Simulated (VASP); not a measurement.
# PtSe2 in VASP: further runs

The runs below take PtSe2 through single point, with PBE+D3(BJ).

Everything below comes from runs of VASP 6.6.1. Logs are shortened: lines on timing, memory, paths and dates and some standing lists are left out, and cuts for length are marked.

## Step 1: The cell of the first run

The cell holds a slab with vacuum, 6 atoms: a = 3.707 Å, b = 3.707 Å, c = 22.798 Å, α = 90.00°, β = 90.00°, γ = 120.00°.

## Step 2: Single point, PBE+D3(BJ) (layers slid over each other)

Contents of INCAR:

```
SYSTEM = PtSe2
  PREC = Accurate
  ENCUT = 520
  EDIFF = 1E-7
  ISMEAR = 0
  SIGMA = 0.05
  LREAL = .FALSE.
  LASPH = .TRUE.
  NELM = 60
  ALGO = Normal
  ISIF = 2
  LWAVE = .FALSE.
  LCHARG = .FALSE.
  LDIPOL = .TRUE.
  IDIPOL = 3
  DIPOL = 0.5 0.5 0.382
  GGA = PE
  IVDW = 12
  NBANDS = 31
```

Contents of KPOINTS:

```
regular mesh
0
G
  9 9 1
  0 0 0
```

Contents of POSCAR:

```
PtSe2
1.0
    3.7070357730      0.0000000000      0.0000000000
   -1.8535178865      3.2103871521      0.0000000000
    0.0000000000      0.0000000000     22.7981619012
Se Pt
4 2
Direct
    0.6666666667      0.3333333333      0.1973843339
    0.3333333333      0.6666666667      0.3135814625
    0.3333333333      1.1666666667      0.4499959688
    0.0000000000      1.5000000000      0.5661930974
    0.0000000000      0.0000000000      0.2554828982
   -0.3333333333      0.8333333333      0.5080945331
```

Potentials or basis: VASP PAW PBE potentials, release 64 (Se, Pt).

Command:

```
> cat potpaw_PBE.64/Se/POTCAR potpaw_PBE.64/Pt/POTCAR > POTCAR
> mpirun -np 1 vasp_std > vasp.out
```

OUTCAR:

```text
SYSTEM = PtSe2
   PREC = Accurate
   ENCUT = 520
   EDIFF = 1E-7
   ISMEAR = 0
   LREAL = .FALSE.
   LASPH = .TRUE.
   NELM = 60
   ISIF = 2
   GGA = PE
   IVDW = 12
 IVDW          = 12

 ion  position               nearest neighbor table
   1  0.667  0.333  0.197-   5 2.52   5 2.52   5 2.52
   2  0.333  0.667  0.314-   5 2.52   5 2.52   5 2.52
   3  0.333  0.167  0.450-   6 2.52   6 2.52   6 2.52
   4  0.000  0.500  0.566-   6 2.52   6 2.52   6 2.52
   5  0.000  0.000  0.255-   2 2.52   1 2.52   2 2.52   1 2.52   2 2.52   1 2.52
   6  0.667  0.833  0.508-   3 2.52   3 2.52   4 2.52   4 2.52   4 2.52   3 2.52

  LATTYP: Found a hexagonal cell.
 ALAT       =     3.7070357730
 C/A-ratio  =     6.1499708385

  Lattice vectors:

 A1 = (   3.7070357730,   0.0000000000,   0.0000000000)
 A2 = (  -1.8535178865,   3.2103871521,   0.0000000000)
 A3 = (   0.0000000000,   0.0000000000,  22.7981619012)

Analysis of symmetry for initial positions (statically):
=====================================================================
 Subroutine PRICEL returns:
 Original cell was already a primitive cell.

 Routine SETGRP: Setting up the symmetry group for a
 hexagonal supercell.

 Subroutine GETGRP returns: Found  4 space group operations
 (whereof  2 operations were pure point group operations)
 out of a pool of 24 trial point group operations.

The static configuration has the point symmetry C_1h.
 The point group associated with its full space group is C_2h.

Analysis of symmetry for dynamics (positions and initial velocities):
=====================================================================
 Subroutine PRICEL returns:
 Original cell was already a primitive cell.

 Routine SETGRP: Setting up the symmetry group for a
 hexagonal supercell.

 Subroutine GETGRP returns: Found  4 space group operations
 (whereof  2 operations were pure point group operations)
 out of a pool of 24 trial point group operations.

The dynamic configuration has the point symmetry C_1h.
 The point group associated with its full space group is C_2h.

 Subroutine INISYM returns: Found  4 space group operations
 (whereof  2 operations are pure point group operations),
 and found     1 'primitive' translations

----------------------------------------------------------------------------------------

                                     Primitive cell

  volume of cell :     271.3214

  direct lattice vectors                    reciprocal lattice vectors
     3.707035773  0.000000000  0.000000000     0.269757310  0.155744456  0.000000000
    -1.853517886  3.210387152  0.000000000     0.000000000  0.311488912  0.000000000
     0.000000000  0.000000000 22.798161901     0.000000000  0.000000000  0.043863185

  length of vectors
     3.707035773  3.707035773 22.798161901     0.311488912  0.311488912  0.043863185

  position of ions in fractional coordinates (direct lattice)
     0.666666667  0.333333333  0.197384334
     0.333333333  0.666666667  0.313581462
     0.333333333  0.166666667  0.449995969
     1.000000000  0.500000000  0.566193097
     0.000000000  0.000000000  0.255482898
     0.666666667  0.833333333  0.508094533

  ion indices of the primitive-cell ions
   primitive index   ion index
                 1           1
                 2           2
                 3           3
                 4           4
                 5           5
                 6           6

----------------------------------------------------------------------------------------

 KPOINTS: regular mesh

Automatic generation of k-mesh.
 Grid dimensions read from file:
 generate k-points for:    9    9    1

 Generating k-lattice:

  Cartesian coordinates                     Fractional coordinates (reciprocal lattice)
     0.029973034  0.017304940  0.000000000     0.111111111  0.000000000  0.000000000
     0.000000000  0.034609879  0.000000000     0.000000000  0.111111111  0.000000000
     0.000000000  0.000000000  0.043863185     0.000000000  0.000000000  1.000000000

  Length of vectors
     0.034609879  0.034609879  0.043863185

  Shift w.r.t. Gamma in fractional coordinates (k-lattice)
     0.000000000  0.000000000  0.000000000

 Subroutine IBZKPT returns following result:
 ===========================================

 Found     25 irreducible k-points:

 Following reciprocal coordinates:
            Coordinates               Weight
  0.000000  0.000000  0.000000      1.000000
  0.111111  0.000000  0.000000      2.000000
  0.000000  0.111111  0.000000      4.000000
  0.222222 -0.000000  0.000000      2.000000
  0.000000  0.222222  0.000000      4.000000
  0.333333 -0.000000  0.000000      2.000000
[... 16 lines left out ...]
 -0.222222 -0.444444  0.000000      4.000000
  0.444444  0.333333  0.000000      4.000000
   k-points           NKPTS =     25   k-points in BZ     NKDIM =     25   number of bands    NBANDS=     31
   number of dos      NEDOS =    301   number of ions     NIONS =      6
   total plane-waves  NPLWV = 141120
   dimension x,y,z NGX =    28 NGY =   28 NGZ =  180
   dimension x,y,z NGXF=    56 NGYF=   56 NGZF=  360
   ions per type =               4   2
   NGX,Y,Z   is equivalent  to a cutoff of  12.56, 12.56, 13.13 a.u.
   NGXF,Y,Z  is equivalent  to a cutoff of  25.11, 25.11, 26.25 a.u.
 SYSTEM =  PtSe2
   PREC   = accura    normal or accurate (medium, high low for compatibility)
   ISTART =      0    job   : 0-new  1-cont  2-samecut
   ICHARG =      2    charge: 1-file 2-atom 10-const
   ISPIN  =      1    spin polarized calculation?
   LNONCOLLINEAR =      F non collinear calculations
   LSORBIT =      F    spin-orbit coupling
   LASPH  =      T    aspherical Exc in radial PAW
   ENCUT  =  520.0 eV  38.22 Ry    6.18 a.u.   6.89  6.89 42.39*2*pi/ulx,y,z
   NELM   =     60;   NELMIN=  2; NELMDL= -5     # of ELM steps
   EDIFF  = 0.1E-06   stopping-criterion for ELM
   LREAL  =      F    real-space projection
   EDIFFG = 0.1E-05   stopping-criterion for IOM
   NSW    =      0    number of steps for IOM
   IBRION =     -1    ionic relax: 0-MD 1-quasi-New 2-CG
   NFREE  =      0    steps in history (QN), initial steepest desc. (CG)
   ISIF   =      2    stress and relaxation
   ISYM   =      2    0-nonsym 1-usesym 2-fastsym
   POTIM  = 0.5000    time-step for ionic-motion
   TEBEG  =    0.0;   TEEND  =   0.0 temperature during run
   PSTRESS=    0.0 pullay stress
   NELECT =      44.0000    total number of electrons
   NUPDOWN=      -1.0000    fix difference up-down
   EMIN   =  10.00;   EMAX   =-10.00  energy-range for DOS
   EFERMI =   0.00;   METHOD = LEGACY
   ISMEAR =     0;   SIGMA  =   0.05  broadening in eV -4-tet -1-fermi 0-gaus
   EFERMI_NEDOS =   21; number of points for ismear=-14 and -15
   IALGO  =     38    algorithm
   IMIX   =      4    mixing-type and parameters
     AMIX     =   0.40;   BMIX     =  1.00
     AMIX_MAG =   1.60;   BMIX_MAG =  1.00
  volume/ion in A,a.u.               =      45.22       305.16
  Fermi-wavevector in a.u.,A,eV,Ry     =   0.892752  1.687058 10.843938  0.797007
  Thomas-Fermi vector in A             =   2.014742
   LORBIT       =      0    0 simple, 1 ext, 2 COOP (PROOUT), +10 PAW based schemes
   GGA     = PE    functional components
   LHFCALC =     F    Hartree Fock is set to
   AEXX    =    0.0000 exact exchange contribution
   IVDW    =    12    specifies the selected vdW correction
   LEPSILON=     F    determine dielectric tensor
   LRPA    =     F    only Hartree local field effects (RPA)
 non-spin polarized calculation
 Gauss-broadening in eV      SIGMA  =   0.05
  energy-cutoff  :      520.00
  volume of cell :      271.32
 maximum number of plane-waves:      7334
   NGX = 13   NGY = 13   NGZ = 85

 dipolmoment           0.000000      0.000000      0.000001 electrons x Angstroem

 number of electron      44.0000001 magnetization

 dipolmoment           0.000000      0.000000     -0.000002 electrons x Angstroem

 Free energy of the ion-electron system (eV)
  ---------------------------------------------------
  ext. energy  EPLUGINS =         0.00000000
  ---------------------------------------------------
  free energy    TOTEN  =       -28.54320913 eV

  energy without entropy =      -28.54320913  energy(sigma->0) =      -28.54320913

 E-fermi :   0.0139     XC(G=0):  -5.4567

 val. band max:       -0.2525596697   @ k =   0.0000   0.1111   0.0000
 cond. band min:       0.4728153381   @ k =   0.2222  -0.0000   0.0000
 fundamental gap:      0.7253750078
 Fermi energy:         0.0139238112

 k-point     1 :       0.0000    0.0000    0.0000
  band No.  band energies     occupation
      1     -14.8047      2.00000
      2     -14.6928      2.00000
      3     -13.0882      2.00000
      4     -12.8801      2.00000
      5      -6.1212      2.00000
      6      -5.7895      2.00000
[... 23 lines left out ...]
     30       4.8217      0.00000
     31       4.9832      0.00000

 k-point     2 :       0.1111    0.0000    0.0000
  band No.  band energies     occupation
      1     -14.6731      2.00000
      2     -14.5601      2.00000
      3     -13.0877      2.00000
      4     -12.8911      2.00000
      5      -6.0247      2.00000
      6      -5.7995      2.00000
[... 23 lines left out ...]
     30       5.4238      0.00000
     31       5.6458      0.00000

 k-point     3 :       0.0000    0.1111    0.0000
  band No.  band energies     occupation
      1     -14.6718      2.00000
      2     -14.5611      2.00000
      3     -13.0851      2.00000
      4     -12.8937      2.00000
      5      -6.0269      2.00000
      6      -5.8043      2.00000
[... 23 lines left out ...]
     30       5.5291      0.00000
     31       5.5612      0.00000

 k-point     4 :       0.2222   -0.0000    0.0000
  band No.  band energies     occupation
      1     -14.3094      2.00000
      2     -14.1935      2.00000
      3     -13.0899      2.00000
      4     -12.9221      2.00000
      5      -5.9699      2.00000
      6      -5.7713      2.00000
[... 23 lines left out ...]
     30       5.4000      0.00000
     31       6.1433      0.00000

 k-point     5 :       0.0000    0.2222    0.0000
  band No.  band energies     occupation
      1     -14.3030      2.00000
      2     -14.1982      2.00000
      3     -13.0797      2.00000
      4     -12.9331      2.00000
      5      -5.9790      2.00000
      6      -5.7697      2.00000
[... 23 lines left out ...]
     30       5.4000      0.00000
     31       6.1800      0.00000
[... 542 lines left out ...]
     30       6.2504      0.00000
     31       7.0213      0.00000

 k-point    22 :       0.3333    0.2222    0.0000
  band No.  band energies     occupation
      1     -13.2734      2.00000
      2     -13.1563      2.00000
      3     -13.0883      2.00000
      4     -13.0267      2.00000
      5      -6.3376      2.00000
      6      -6.2603      2.00000
[... 23 lines left out ...]
     30       7.1622      0.00000
     31       7.3186      0.00000

 k-point    23 :      -0.2222   -0.4444    0.0000
  band No.  band energies     occupation
      1     -13.2047      2.00000
      2     -13.1997      2.00000
      3     -13.0721      2.00000
      4     -13.0672      2.00000
      5      -6.3497      2.00000
      6      -6.2650      2.00000
[... 23 lines left out ...]
     30       7.0957      0.00000
     31       7.2591      0.00000

 k-point    24 :       0.4444    0.3333    0.0000
  band No.  band energies     occupation
      1     -13.2456      2.00000
      2     -13.1687      2.00000
      3     -13.0822      2.00000
      4     -13.0476      2.00000
      5      -6.3330      2.00000
      6      -6.2760      2.00000
[... 23 lines left out ...]
     30       6.9413      0.00000
     31       7.4998      0.00000

 [... further k-points ...]

------------------------ aborting loop because EDIFF is reached ----------------------------------------

 vacuum level on the upper side and lower side of the slab       (xc-potential included)        -0.136        -0.137

 Edisp (eV)   -2.14181

 E8    (eV) :    -0.9495

  FORCE on cell =-STRESS in cart. coord.  units (eV):
  Direction    XX          YY          ZZ          XY          YZ          ZX
  --------------------------------------------------------------------------------------
  -------------------------------------------------------------------------------------
  Total      -0.08001     0.06230    -0.49520    -0.12324     0.00973     0.01685
  in kB      -0.47245     0.36790    -2.92421    -0.72776     0.05746     0.09952
  external pressure =       -1.01 kB  Pullay stress =        0.00 kB

 VOLUME and BASIS-vectors are now :
 -----------------------------------------------------------------------------
  energy-cutoff  :      520.00
  volume of cell :      271.32
      direct lattice vectors                 reciprocal lattice vectors
     3.707035773  0.000000000  0.000000000     0.269757310  0.155744456  0.000000000
    -1.853517886  3.210387152  0.000000000     0.000000000  0.311488912  0.000000000
     0.000000000  0.000000000 22.798161901     0.000000000  0.000000000  0.043863185

 POSITION                                       TOTAL-FORCE (eV/Angst)
 -----------------------------------------------------------------------------------
      1.85352      1.07013      4.50000        -0.008072     -0.004660     -0.020659
     -0.00000      2.14026      7.14908        -0.025347     -0.014634      0.008513
      0.92676      0.53506     10.25908         0.025347      0.014634     -0.008513
     -0.92676      1.60519     12.90816         0.008072      0.004660      0.020659
      0.00000      0.00000      5.82454         0.022899      0.013220      0.103508
      0.92676      2.67532     11.58362        -0.022899     -0.013220     -0.103508
 -----------------------------------------------------------------------------------
    total drift:                               -0.000000      0.000000     -0.000049

  FREE ENERGIE OF THE ION-ELECTRON SYSTEM (eV)
  ---------------------------------------------------
  free  energy   TOTEN  =       -30.6850221097 eV

  energy  without entropy=      -30.6850221097  energy(sigma->0) =      -30.68502211

 vacuum level on the upper side and lower side of the slab         4.897         4.897
```

It took 12 min on 1 thread of Intel Xeon 8259CL, shared host; peak memory 0.49 GiB.

What came out:

| Item | Value |
| --- | --- |
| Free energy | -30.6850 eV |
| Largest force | 0.107 eV/Å |
| Band gap on the k mesh | 0.73 eV (least direct gap 0.95 eV) |
| Dispersion energy per atom | -0.357 eV |

Forces on the atoms (eV/Å):
```
Se  -0.008 -0.005 -0.021
Se  -0.025 -0.015  0.009
Se   0.025  0.015 -0.009
Se   0.008  0.005  0.021
Pt   0.023  0.013  0.104
Pt  -0.023 -0.013 -0.104
```

Caveat: the cell differs from its parent crystal (layers slid over each other); spin-orbit coupling is left out, which moves the levels of the heavy elements.

## Step 3: Single point, PBE+D3(BJ) (layers slid over each other)

Contents of INCAR:

```
SYSTEM = PtSe2
ALGO = Normal
DIPOL = 0.5 0.5 0.382
EDIFF = 1E-6
ENCUT = 520
GGA = PE
IDIPOL = 3
ISIF = 2
ISMEAR = 0
IVDW = 12
LASPH = .True.
LCHARG = .False.
LDIPOL = .True.
LREAL = .False.
LWAVE = .False.
NBANDS = 31
NELM = 80
PREC = Accurate
SIGMA = 0.05
```

Contents of KPOINTS:

```
k-points
0
Gamma
  9 9 1
  0 0 0
```

Contents of POSCAR:

```
PtSe2
1.0
    3.7070357730      0.0000000000      0.0000000000
   -1.8535178865      3.2103871521      0.0000000000
    0.0000000000      0.0000000000     22.7981619012
Se Pt
4 2
Direct
    0.6666666667      0.3333333333      0.1973843339
    0.3333333333      0.6666666667      0.3135814625
    0.5000000000      1.0000000000      0.4499959688
    0.1666666667      1.3333333333      0.5661930974
    0.0000000000      0.0000000000      0.2554828982
   -0.1666666667      0.6666666667      0.5080945331
```

Potentials or basis: VASP PAW PBE potentials, release 64 (Se, Pt).

Command:

```
> cat potpaw_PBE.64/Se/POTCAR potpaw_PBE.64/Pt/POTCAR > POTCAR
> mpirun -np 1 vasp_std > vasp.out
```

It took 12 min on 1 thread of Intel Xeon 8259CL, shared host; peak memory 0.48 GiB.

It converged, with:

| Quantity | Value |
| --- | --- |
| Free energy | -30.6343 eV |
| Largest force | 0.176 eV/Å |
| Band gap on the k mesh | 0.60 eV (least direct gap 0.86 eV) |
| Dispersion energy per atom | -0.357 eV |

Forces in eV/Å, atoms in the order of the input:
```
Se   0.000 -0.077 -0.023
Se   0.000 -0.146 -0.099
Se   0.000  0.146  0.099
Se   0.000  0.077  0.023
Pt   0.000  0.089  0.079
Pt   0.000 -0.089 -0.079
```

Levels at points of the mesh, in eV from the valence-band top:
```
           k point  band 20  band 21  band 22  band 23  band 24  band 25
(0.00, 0.00, 0.00)    -0.60    -0.54    -0.36     2.32     2.35     2.39
```

Caveat: the cell differs from its parent crystal (layers slid over each other); spin-orbit coupling is left out, which moves the levels of the heavy elements.

## Step 4: Single point, PBE+D3(BJ) (layers slid over each other)

Contents of INCAR:

```
ALGO     = Normal         # electronic algorithm
DIPOL    = 0.5 0.5 0.382
EDIFF    = 1E-7           # SCF threshold, eV
ENCUT    = 520            # plane-wave cutoff, eV
GGA      = PE             # functional
IDIPOL   = 3            
ISIF     = 2              # what is computed and relaxed
ISMEAR   = 0              # smearing method
IVDW     = 12             # dispersion correction
LASPH    = True           # aspherical terms in the spheres
LCHARG   = False          # write CHGCAR
LDIPOL   = True         
LREAL    = False          # projectors in reciprocal space
LWAVE    = False          # write WAVECAR
NBANDS   = 31             # bands
NELM     = 100            # most SCF steps
PREC     = Accurate       # precision mode
SIGMA    = 0.05           # smearing width, eV
```

Contents of KPOINTS:

```
k-points
0
Gamma
  9 9 1
```

Contents of POSCAR:

```
PtSe2
1.0
    3.7070357730      0.0000000000      0.0000000000
   -1.8535178865      3.2103871521      0.0000000000
    0.0000000000      0.0000000000     22.7981619012
Se Pt
4 2
Direct
    0.6666666667      0.3333333333      0.1973843339
    0.3333333333      0.6666666667      0.3135814625
    0.6666666667      0.8333333333      0.4499959688
    0.3333333333      1.1666666667      0.5661930974
    0.0000000000      0.0000000000      0.2554828982
    0.0000000000      0.5000000000      0.5080945331
```

Command:

```
> cat potpaw_PBE.64/Se/POTCAR potpaw_PBE.64/Pt/POTCAR > POTCAR
> mpirun -np 1 vasp_std > vasp.out
```

Wall time 12 min (1 thread of Intel Xeon 8259CL, shared host); peak memory 0.49 GiB.

Results (log left out):

* Free energy: -30.6277 eV
* Largest force: 0.152 eV/Å
* Band gap on the k mesh: 0.64 eV (least direct gap 0.94 eV)
* Dispersion energy per atom: -0.357 eV

Forces in eV/Å, atoms in the order of the input:
```
Se  -0.052 -0.030 -0.018
Se  -0.093 -0.054 -0.107
Se   0.093  0.054  0.107
Se   0.052  0.030  0.018
Pt   0.040  0.023  0.052
Pt  -0.040 -0.023 -0.052
```

Levels at points of the mesh, in eV from the valence-band top:
```tsv
k point	band 20	band 21	band 22	band 23	band 24	band 25
(0.00, 0.00, 0.00)	-0.57	-0.52	-0.33	2.33	2.37	2.43
```

Caveat: the cell differs from its parent crystal (layers slid over each other); spin-orbit coupling is left out, which moves the levels of the heavy elements.

## Step 5: Overview

| cell | gap on the mesh (eV) | largest force (eV/Å) |
| --- | --- | --- |
| as given, atomic positions A | 0.73 | 0.11 |
| as given, atomic positions B | 0.60 | 0.18 |
| as given, atomic positions C | 0.64 | 0.15 |

Alike in all rows: task single point; level PBE+D3(BJ); potentials or basis VASP PAW PBE potentials, release 64 (Se, Pt); no spin polarisation; k mesh 9 × 9 × 1; cutoff (eV) 520; smearing gaussian 0.05 eV.

Caveats: spin-orbit coupling is left out, which moves the levels of the heavy elements.

Absolute energies hang on the potentials; compare differences alone.
